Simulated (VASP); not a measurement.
# ZnSe (I-4m2) in VASP: single point with HSE06

Aim: the single point of ZnSe with HSE06.

Everything below comes from runs of VASP 6.6.1. Logs are shortened: lines on timing, memory, paths and dates and some standing lists are left out, and cuts for length are marked.

**1. The cell of the first run**

Symmetry: I-4m2, No. 119, tetragonal system. The conventional cell has a = 4.006 Å, b = 4.006 Å, c = 5.438 Å, α = 90.00°, β = 90.00°, γ = 90.00°. Zn (site symmetry -4m2) has 4 Se at 2.42 Å within 3.2 Å. Within 3.2 Å of Se (site symmetry -4m2) lie 4 Zn at 2.42 Å.

**2. Single point, HSE06 (uniaxial z strain -4.0%)**

File POSCAR:

```
ZnSe
1.0
    0.0000000000      2.8324206844      2.7191238570
    2.8324206844      0.0000000000      2.7191238570
    2.8324206844      2.8324206844      0.0000000000
Zn Se
1 1
Direct
    0.0000000000      0.0000000000      0.0000000000
    0.2500000000      0.2500000000      0.2500000000
```

File INCAR.step1:

```
  PREC = Accurate
  ENCUT = 520
  EDIFF = 1E-5
  ISMEAR = 0
  SIGMA = 0.01
  LREAL = False
  LASPH = True
  NELM = 100
  ALGO = Normal
  ISIF = 2
  LWAVE = True
  NBANDS = 16
  GGA = PE
```

File INCAR.step2:

```
  PREC = Accurate
  ENCUT = 520
  EDIFF = 1E-7
  ISMEAR = 0
  SIGMA = 0.01
  LREAL = False
  LASPH = True
  NELM = 100
  ALGO = Normal
  ISIF = 2
  LWAVE = False
  LCHARG = True
  GGA = PE
  LHFCALC = True
  HFSCREEN = 0.2079
  PRECFOCK = Normal
  LELF = True
  LVHAR = True
  NBANDS = 16
  ISTART = 1
```

File KPOINTS:

```
Automatic mesh
0
Gamma
  6 6 6
```

Potentials or basis: VASP PAW PBE potentials, release 64 (Zn, Se).

Launch:

```bash
> cat potpaw_PBE.64/Zn/POTCAR potpaw_PBE.64/Se/POTCAR > POTCAR
> cp INCAR.step1 INCAR
> mpirun -np 1 vasp_std > vasp.out
> cp INCAR.step2 INCAR
> mpirun -np 1 vasp_std > vasp.out
```

OUTCAR:

```text
PREC = Accurate
   ENCUT = 520
   EDIFF = 1E-7
   ISMEAR = 0
   LREAL = False
   LASPH = True
   NELM = 100
   ISIF = 2
   GGA = PE
   LHFCALC = True
   HFSCREEN = 0.2079
   PRECFOCK = Normal
   ISTART = 1

 ion  position               nearest neighbor table
   1  0.000  0.000  0.000-   2 2.42   2 2.42   2 2.42   2 2.42
   2  0.250  0.250  0.250-   1 2.42   1 2.42   1 2.42   1 2.42

  LATTYP: Found a body centered tetragonal cell.
 ALAT       =     4.0056477462
 C/A-ratio  =     1.3576450199

  Lattice vectors:

 A1 = (   0.0000000000,  -2.8324206844,  -2.7191238570)
 A2 = (   0.0000000000,   2.8324206844,  -2.7191238570)
 A3 = (   2.8324206844,   0.0000000000,   2.7191238570)

Analysis of symmetry for initial positions (statically):
=====================================================================
 Subroutine PRICEL returns:
 Original cell was already a primitive cell.

 Routine SETGRP: Setting up the symmetry group for a
 body centered tetragonal supercell.

 Subroutine GETGRP returns: Found  8 space group operations
 (whereof  8 operations were pure point group operations)
 out of a pool of 16 trial point group operations.

The static configuration has the point symmetry D_2d.

Analysis of symmetry for dynamics (positions and initial velocities):
=====================================================================
 Subroutine PRICEL returns:
 Original cell was already a primitive cell.

 Routine SETGRP: Setting up the symmetry group for a
 body centered tetragonal supercell.

 Subroutine GETGRP returns: Found  8 space group operations
 (whereof  8 operations were pure point group operations)
 out of a pool of 16 trial point group operations.

The dynamic configuration has the point symmetry D_2d.

 Subroutine INISYM returns: Found  8 space group operations
 (whereof  8 operations are pure point group operations),
 and found     1 'primitive' translations

----------------------------------------------------------------------------------------

                                     Primitive cell

  volume of cell :      43.6289

  direct lattice vectors                    reciprocal lattice vectors
     0.000000000  2.832420684  2.719123857    -0.176527450  0.176527450  0.183882760
     2.832420684  0.000000000  2.719123857     0.176527450 -0.176527450  0.183882760
     2.832420684  2.832420684  0.000000000     0.176527450  0.176527450 -0.183882760

  length of vectors
     3.926352185  3.926352185  4.005647746     0.310059269  0.310059269  0.310059269

  position of ions in fractional coordinates (direct lattice)
     0.000000000  0.000000000  0.000000000
     0.250000000  0.250000000  0.250000000

  ion indices of the primitive-cell ions
   primitive index   ion index
                 1           1
                 2           2

----------------------------------------------------------------------------------------

 KPOINTS: Automatic mesh

Automatic generation of k-mesh.
 Grid dimensions read from file:
 generate k-points for:    6    6    6

 Generating k-lattice:

  Cartesian coordinates                     Fractional coordinates (reciprocal lattice)
    -0.029421242  0.029421242  0.030647127     0.166666667  0.000000000  0.000000000
     0.029421242 -0.029421242  0.030647127     0.000000000  0.166666667  0.000000000
     0.029421242  0.029421242 -0.030647127     0.000000000  0.000000000  0.166666667

  Length of vectors
     0.051676545  0.051676545  0.051676545

  Shift w.r.t. Gamma in fractional coordinates (k-lattice)
     0.000000000  0.000000000  0.000000000

 Subroutine IBZKPT returns following result:
 ===========================================

 Found     30 irreducible k-points:

 Following reciprocal coordinates:
            Coordinates               Weight
  0.000000  0.000000  0.000000      1.000000
  0.166667  0.000000  0.000000      8.000000
  0.333333  0.000000  0.000000      8.000000
  0.500000  0.000000  0.000000      4.000000
  0.166667  0.166667  0.000000      2.000000
  0.333333  0.166667  0.000000      8.000000
[... 16 lines left out ...]
  0.333333  0.000000  0.333333      4.000000
  0.500000 -0.000000  0.333333     16.000000
 [... further k-points ...]
   k-points           NKPTS =     30   k-points in BZ     NKDIM =    216   number of bands    NBANDS=     16
   number of dos      NEDOS =    301   number of ions     NIONS =      2
   total plane-waves  NPLWV =  27000
   dimension x,y,z NGX =    30 NGY =   30 NGZ =   30
   dimension x,y,z NGXF=    60 NGYF=   60 NGZF=   60
   ions per type =               1   1
   NGX,Y,Z   is equivalent  to a cutoff of  12.70, 12.70, 12.45 a.u.
   NGXF,Y,Z  is equivalent  to a cutoff of  25.40, 25.40, 24.90 a.u.
 SYSTEM =  unknown system
   PREC   = accura    normal or accurate (medium, high low for compatibility)
   ISTART =      1    job   : 0-new  1-cont  2-samecut
   ICHARG =      0    charge: 1-file 2-atom 10-const
   ISPIN  =      1    spin polarized calculation?
   LNONCOLLINEAR =      F non collinear calculations
   LSORBIT =      F    spin-orbit coupling
   LASPH  =      T    aspherical Exc in radial PAW
   ENCUT  =  520.0 eV  38.22 Ry    6.18 a.u.   7.30  7.30  7.45*2*pi/ulx,y,z
   NELM   =    100;   NELMIN=  2; NELMDL=  0     # of ELM steps
   EDIFF  = 0.1E-06   stopping-criterion for ELM
   LREAL  =      F    real-space projection
   EDIFFG = 0.1E-05   stopping-criterion for IOM
   NSW    =      0    number of steps for IOM
   IBRION =     -1    ionic relax: 0-MD 1-quasi-New 2-CG
   NFREE  =      0    steps in history (QN), initial steepest desc. (CG)
   ISIF   =      2    stress and relaxation
   ISYM   =      3    0-nonsym 1-usesym 2-fastsym
   POTIM  = 0.5000    time-step for ionic-motion
   TEBEG  =    0.0;   TEEND  =   0.0 temperature during run
   PSTRESS=    0.0 pullay stress
   NELECT =      18.0000    total number of electrons
   NUPDOWN=      -1.0000    fix difference up-down
   EMIN   =  10.00;   EMAX   =-10.00  energy-range for DOS
   EFERMI =   0.00;   METHOD = LEGACY
   ISMEAR =     0;   SIGMA  =   0.01  broadening in eV -4-tet -1-fermi 0-gaus
   EFERMI_NEDOS =   21; number of points for ismear=-14 and -15
   IALGO  =     38    algorithm
   IMIX   =      1    mixing-type and parameters
     AMIX     =   0.40;   BMIX     =  1.00
     AMIX_MAG =   1.60;   BMIX_MAG =  1.00
  volume/ion in A,a.u.               =      21.81       147.21
  Fermi-wavevector in a.u.,A,eV,Ry     =   1.218730  2.303066 20.208771  1.485303
  Thomas-Fermi vector in A             =   2.354006
   LORBIT       =      0    0 simple, 1 ext, 2 COOP (PROOUT), +10 PAW based schemes
   GGA     = PE    functional components
   LHFCALC =     T    Hartree Fock is set to
   PRECFOCK=normal    Normal, Fast or Accurate (Low or Medium for compatibility)
   ENCUT4O =  -1.0   cutoff for four orbital integrals eV
   NKREDX  =     1    reduce k-point grid by
   NKREDY  =     1    reduce k-point grid by
   NKREDZ  =     1    reduce k-point grid by
   AEXX    =    0.2500 exact exchange contribution
   HFSCREEN=    0.2079 screening length (either q_TF or 0.3 A-1)
   HFSCREENC=   0.2079 screening length for correlation (either q_TF or 0.3 A-1)
   ENCUTFOCK=  -1.0 apply spherical cutoff to Coloumb kernel
   IVDW    =     0    specifies the selected vdW correction
   LEPSILON=     F    determine dielectric tensor
   LRPA    =     F    only Hartree local field effects (RPA)
 non-spin polarized calculation
 Gauss-broadening in eV      SIGMA  =   0.01
  energy-cutoff  :      520.00
  volume of cell :       43.63
 maximum number of plane-waves:      1202
 NGX is ok and might be reduce to    30
  NGX = 24; NGY = 24; NGZ = 24

 number of electron      17.9999989 magnetization

 Free energy of the ion-electron system (eV)
  ---------------------------------------------------
  ext. energy  EPLUGINS =         0.00000000
  ---------------------------------------------------
  free energy    TOTEN  =        -7.38910127 eV

  energy without entropy =       -7.38910127  energy(sigma->0) =       -7.38910127

 E-fermi :   1.4693     XC(G=0):  -7.8901

 val. band max:        1.4220286648   @ k =   0.0000   0.0000   0.0000
 cond. band min:       3.9167067996   @ k =   0.0000   0.0000   0.0000
 fundamental gap:      2.4946781348
 Fermi energy:         1.4692841206

 k-point     1 :       0.0000    0.0000    0.0000
  band No.  band energies     occupation
      1     -13.3442      2.00000
      2      -6.9951      2.00000
      3      -6.9951      2.00000
      4      -6.9802      2.00000
      5      -6.6287      2.00000
      6      -6.6227      2.00000
[... 8 lines left out ...]
     15      13.7377      0.00000
     16      14.4493      0.00000

 k-point     2 :       0.1667    0.0000    0.0000
  band No.  band energies     occupation
      1     -13.1368      2.00000
      2      -6.9691      2.00000
      3      -6.9627      2.00000
      4      -6.9471      2.00000
      5      -6.6289      2.00000
      6      -6.6261      2.00000
[... 8 lines left out ...]
     15      13.1179      0.00000
     16      13.9066      0.00000

 k-point     3 :       0.3333    0.0000    0.0000
  band No.  band energies     occupation
      1     -12.6705      2.00000
      2      -6.9266      2.00000
      3      -6.9103      2.00000
      4      -6.7436      2.00000
      5      -6.6225      2.00000
      6      -6.6169      2.00000
[... 8 lines left out ...]
     15      13.7723      0.00000
     16      13.7886      0.00000

 k-point     4 :       0.5000    0.0000    0.0000
  band No.  band energies     occupation
      1     -12.4041      2.00000
      2      -6.9118      2.00000
      3      -6.8917      2.00000
      4      -6.6173      2.00000
      5      -6.6029      2.00000
      6      -6.4228      2.00000
[... 8 lines left out ...]
     15      15.8092      0.00000
     16      16.2402      0.00000
[... 324 lines left out ...]
 k-point    22 :      -0.3333    0.5000    0.1667
  band No.  band energies     occupation
      1     -12.0567      2.00000
      2      -6.8543      2.00000
      3      -6.7904      2.00000
      4      -6.7089      2.00000
      5      -6.6046      2.00000
      6      -6.2555      2.00000
[... 8 lines left out ...]
     15      16.8726      0.00000
     16      17.1782      0.00000

 k-point    23 :       0.3333    0.0000    0.3333
  band No.  band energies     occupation
      1     -12.4627      2.00000
      2      -6.8977      2.00000
      3      -6.8268      2.00000
      4      -6.7987      2.00000
      5      -6.6143      2.00000
      6      -6.5870      2.00000
[... 8 lines left out ...]
     15      15.7609      0.00000
     16      18.5082      0.00000

 k-point    24 :       0.5000   -0.0000    0.3333
  band No.  band energies     occupation
      1     -12.1933      2.00000
      2      -6.8701      2.00000
      3      -6.7810      2.00000
      4      -6.7356      2.00000
      5      -6.5954      2.00000
      6      -6.4144      2.00000
[... 8 lines left out ...]
     15      16.3232      0.00000
     16      17.4953      0.00000

 [... further k-points ...]

------------------------ aborting loop because EDIFF is reached ----------------------------------------

  FORCE on cell =-STRESS in cart. coord.  units (eV):
  Direction    XX          YY          ZZ          XY          YZ          ZX
  --------------------------------------------------------------------------------------
  -------------------------------------------------------------------------------------
  Total        1.0399523      1.0399523      1.3937830      0.0000000      0.0000000     -0.0000000
  in kB       38.1899878     38.1899878     51.1836476      0.0000000      0.0000000     -0.0000000
  external PRESSURE =      42.5212077 kB  Pullay stress =       0.0000000 kB

 VOLUME and BASIS-vectors are now :
 -----------------------------------------------------------------------------
  energy-cutoff  :      520.00
  volume of cell :       43.63
      direct lattice vectors                 reciprocal lattice vectors
     0.000000000  2.832420684  2.719123857    -0.176527450  0.176527450  0.183882760
     2.832420684  0.000000000  2.719123857     0.176527450 -0.176527450  0.183882760
     2.832420684  2.832420684  0.000000000     0.176527450  0.176527450 -0.183882760

 POSITION                                       TOTAL-FORCE (eV/Angst)
 -----------------------------------------------------------------------------------
      0.00000      0.00000      0.00000        -0.000000     -0.000000      0.000000
      1.41621      1.41621      1.35956         0.000000      0.000000      0.000000
 -----------------------------------------------------------------------------------
    total drift:                                0.000003      0.000003     -0.000004

  FREE ENERGIE OF THE ION-ELECTRON SYSTEM (eV)
  ---------------------------------------------------
  free  energy   TOTEN  =        -7.3891012732 eV

  energy  without entropy=       -7.3891012732  energy(sigma->0) =       -7.38910127
```

Wall time 57 min (1 thread of Intel Xeon Platinum 8559C (Emerald Rapids), shared host); peak memory 0.3 GiB.

What came out:

* Free energy: -7.3891 eV
* Pressure: 4.3 GPa
* Band gap on the k mesh: 2.49 eV

Stress tensor (GPa, compression positive):
```
3.82 0.00 0.00
0.00 3.82 0.00
0.00 0.00 5.12
```

Levels at points of the mesh, in eV from the valence-band top:
```tsv
k point	band 5	band 6	band 7	band 8	band 9	band 10	band 11	band 12	band 13	band 14
(0.00, 0.00, 0.00)	-8.05	-8.04	-0.15	-0.15	0.00	2.49	6.85	6.85	6.85	11.39
(0.50, 0.00, 0.00)	-8.02	-7.84	-5.92	-1.21	-0.95	3.61	7.21	7.61	9.77	12.46
(0.50, 0.50, 0.00)	-8.00	-7.76	-5.27	-2.73	-2.73	3.53	4.12	12.69	12.99	12.99
(0.50, 0.00, 0.50)	-8.00	-7.82	-5.54	-2.53	-2.44	3.73	4.53	12.26	12.73	13.22
```

Caveat: the cell differs from its parent crystal (uniaxial z strain -4.0%); the cell stands under pressure; the PAW data sets were made with another functional, which shifts forces and pressure a little.
